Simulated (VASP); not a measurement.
# PbS: single point with LDA

Crystal: PbS.

```
CELL_PARAMETERS angstrom
2.14235 -6.17104 0.00000
2.14235 6.17104 0.00000
0.00000 0.00000 4.03367
ATOMIC_POSITIONS crystal
Pb 0.86944 0.13056 0.75000
Pb 0.13056 0.86944 0.25000
S 0.64520 0.35480 0.75000
S 0.35480 0.64520 0.25000
```

```
Program                : VASP 6.6.1
Task                   : single point
Functional             : LDA
Potentials or basis    : VASP PAW LDA potentials, release 64 (Pb_d, S)
Cutoff                 : 520 eV
k mesh                 : 6 × 6 × 6
Occupations            : gaussian, width 0.05 eV
Spin                   : no spin polarisation
Dipole correction      : no
Further INCAR settings : ALGO = Normal; EDIFF = 1e-06; NBANDS = 28
```

```yaml
Pressure: -3.4 GPa
Largest_force: 0.335 eV/Å
Band_gap_on_the_k_mesh: 0.70 eV (least direct gap 1.18 eV)
```

Forces on the atoms (eV/Å):
```
Pb   0.000  0.335  0.000
Pb   0.000 -0.335  0.000
S    0.000 -0.335  0.000
S    0.000  0.335  0.000
```

Stress tensor (GPa, compression positive):
```
-4.10  0.00  0.00
 0.00 -5.32  0.00
 0.00  0.00 -0.64
```

Levels at points of the mesh, in eV from the valence-band top:
```tsv
k point	band 17	band 18	band 19	band 20	band 21	band 22	band 23	band 24
(0.00, 0.00, 0.00)	-2.54	-2.18	-1.33	-0.38	4.13	4.47	4.95	5.34
(0.50, 0.00, 0.00)	-1.12	-0.97	-0.15	0.00	1.93	2.11	2.48	2.54
(0.50, 0.50, 0.00)	-2.29	-1.84	-1.64	-0.73	0.70	4.68	4.76	4.97
(0.00, 0.00, 0.50)	-1.32	-1.32	-0.28	-0.28	1.17	1.17	2.31	2.31
(0.50, 0.00, 0.50)	-3.38	-3.38	-1.57	-1.57	3.00	3.00	5.25	5.25
(0.50, 0.50, 0.50)	-1.34	-1.34	-0.72	-0.72	1.24	1.24	2.64	2.64
```

Run time: 110 s on 1 thread of AMD EPYC 9R45 96-Core Processor (Zen 5), with other jobs on the host, peak memory 0.26 GiB.

Caveat: the cell stands under tension; spin-orbit coupling is left out, which moves the levels of the heavy elements. A k mesh can miss the band edges.
